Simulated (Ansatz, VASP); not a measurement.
**Two plane-wave programs on BeS**

The input INCAR:

```
  PREC = Accurate
  ENCUT = 520
  EDIFF = 1E-6
  ISMEAR = 0
  SIGMA = 0.1
  LREAL = Auto
  LASPH = T
  NELM = 80
  ALGO = Normal
  ISIF = 2
  LWAVE = F
  LCHARG = F
  GGA = PE
  NBANDS = 46
```

File KPOINTS:

```
Automatic mesh
0
Gamma
  4 4 2
```

Contents of POSCAR:

```
BeS
1.0
    4.1242210700      0.0000000000      0.0000000000
    0.0000000000      4.1242210700      0.0000000000
    0.0000000000      0.0000000000     12.4616784300
Be S
8 8
Direct
    0.4320251100      0.8838957300      0.9385768200
    0.3838957300      0.0679748900      0.1885768200
    0.0679748900      0.3838957300      0.8114231800
    0.8838957300      0.4320251100      0.0614231800
    0.5679748900      0.1161042700      0.4385768200
    0.6161042700      0.9320251100      0.6885768200
    0.9320251100      0.6161042700      0.3114231800
    0.1161042700      0.5679748900      0.5614231800
    0.0679748900      0.6161042700      0.9385768200
    0.1161042700      0.4320251100      0.1885768200
    0.4320251100      0.1161042700      0.8114231800
    0.6161042700      0.0679748900      0.0614231800
    0.9320251100      0.3838957300      0.4385768200
    0.8838957300      0.5679748900      0.6885768200
    0.5679748900      0.8838957300      0.3114231800
    0.3838957300      0.9320251100      0.5614231800
```

Input for Ansatz:

```yaml
crystal:
  lattice:
    - [4.12422107, 0.0, 0.0]
    - [0.0, 4.12422107, 0.0]
    - [0.0, 0.0, 12.46167843]
  atoms:
    - { symbol: Be, position: [0.43202511, 0.88389573, 0.93857682] }
    - { symbol: Be, position: [0.38389573, 0.06797489, 0.18857682] }
    - { symbol: Be, position: [0.06797489, 0.38389573, 0.81142318] }
    - { symbol: Be, position: [0.88389573, 0.43202511, 0.06142318] }
    - { symbol: Be, position: [0.56797489, 0.11610427, 0.43857682] }
    - { symbol: Be, position: [0.61610427, 0.93202511, 0.68857682] }
    - { symbol: Be, position: [0.93202511, 0.61610427, 0.31142318] }
    - { symbol: Be, position: [0.11610427, 0.56797489, 0.56142318] }
    - { symbol: S, position: [0.06797489, 0.61610427, 0.93857682] }
    - { symbol: S, position: [0.11610427, 0.43202511, 0.18857682] }
    - { symbol: S, position: [0.43202511, 0.11610427, 0.81142318] }
    - { symbol: S, position: [0.61610427, 0.06797489, 0.06142318] }
    - { symbol: S, position: [0.93202511, 0.38389573, 0.43857682] }
    - { symbol: S, position: [0.88389573, 0.56797489, 0.68857682] }
    - { symbol: S, position: [0.56797489, 0.88389573, 0.31142318] }
    - { symbol: S, position: [0.38389573, 0.93202511, 0.56142318] }
basis:
  ecutwfc: 420
kpoints:
  mp_grid: { grid: [4, 4, 2] }
hamiltonian:
  xc: pbe
scf:
  occupations: { method: gaussian, width: 0.1 }
  lower_state_search: "off"
output:
  forces: true
  stress: true
  eigenvalues: true
```

Alike in both runs: task single point; functional PBE; k mesh 4 × 4 × 2; occupations gaussian, width 0.1 eV; no spin polarisation.

```csv
,VASP,Ansatz
version,VASP 6.6.1,Ansatz 0.2.0
potentials or method,"VASP PAW PBE potentials, release 64 (Be, S), cutoff 520 eV","scalar-relativistic, plane waves, PAW"
valence electrons in the cell,64,64
```

|  | VASP | Ansatz | Ansatz less VASP |
| --- | --- | --- | --- |
| gap on the k mesh at the Fermi level (eV) | 0.69 | 0.68 | -0.011 |
| least direct gap on the mesh (eV) | 1.02 | 1.00 | -0.020 |
| rms of the force components (eV/Å) | 0.684 | 0.684 | 0.0000 |

Atom by atom the forces differ by 0.004 eV/Å (rms over components). With one functional, cell and mesh, what is left measures potentials, basis and numerics.
